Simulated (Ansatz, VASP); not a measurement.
## CdO in VASP and in Ansatz

POSCAR

```
CdO
1.0
    0.0000000000      2.3530040406      2.3530040406
    2.3530040406      0.0000000000      2.3530040406
    2.3530040406      2.3530040406      0.0000000000
Cd O
1 1
Direct
    0.0000000000      0.0000000000      0.0000000000
    0.5000000000      0.5000000000      0.5000000000
```

The input INCAR.step1:

```
PREC = Accurate ; ENCUT = 660
ISMEAR = -1 ; SIGMA = 0.02
LREAL = False ; LASPH = True
NELM = 120 ; NBANDS = 16
GGA = PE ; ALGO = Normal
EDIFF = 1E-5 ; LWAVE = True
LCHARG = False ; GGA_COMPAT = False
```

Contents of INCAR.step2:

```
PREC = Accurate ; ENCUT = 660
EDIFF = 1E-6 ; ISMEAR = -1
SIGMA = 0.02 ; LREAL = False
LASPH = True ; NELM = 120
ALGO = Normal ; ISIF = 2
LWAVE = False ; LCHARG = False
METAGGA = R2SCAN ; LMIXTAU = True
NBANDS = 16 ; ISTART = 1
GGA_COMPAT = False
```

KPOINTS

```
regular mesh
0
Gamma
  8 8 8
```

Input for Ansatz:

```yaml
crystal:
  lattice:
    - [0.0, 2.3530040406, 2.3530040406]
    - [2.3530040406, 0.0, 2.3530040406]
    - [2.3530040406, 2.3530040406, 0.0]
  atoms:
    - { symbol: Cd, position: [0.0, 0.0, 0.0] }
    - { symbol: O, position: [0.5, 0.5, 0.5] }
kpoints:
  mp_grid: { grid: [8, 8, 8] }
hamiltonian:
  xc: r2scan
scf:
  occupations: { method: fermi_dirac, width: 0.02 }
  n_extra_bands: 4
output:
  forces: true
  stress: true
  eigenvalues: true
```

Alike in both runs: task single point; functional r2SCAN; k mesh 8 × 8 × 8; occupations fermi-dirac, width 0.02 eV; no spin polarisation.

|  | VASP | Ansatz |
| --- | --- | --- |
| version | VASP 6.6.1 | Ansatz 0.2.0 |
| potentials or method | VASP PAW PBE potentials, release 64 (Cd, O) | plane waves, PAW |
| plane-wave cutoff (eV) | 660 | 500 |
| valence electrons in the cell | 18 | 26 |

```csv
,VASP,Ansatz,Ansatz less VASP
pressure (GPa),1.5,0.0,-1.54
```

VASP's potentials were made for PBE, not for r2SCAN. VASP's potentials hold 18 valence electrons a cell and Ansatz's 26, so a difference there can come from the potentials and not from the codes.
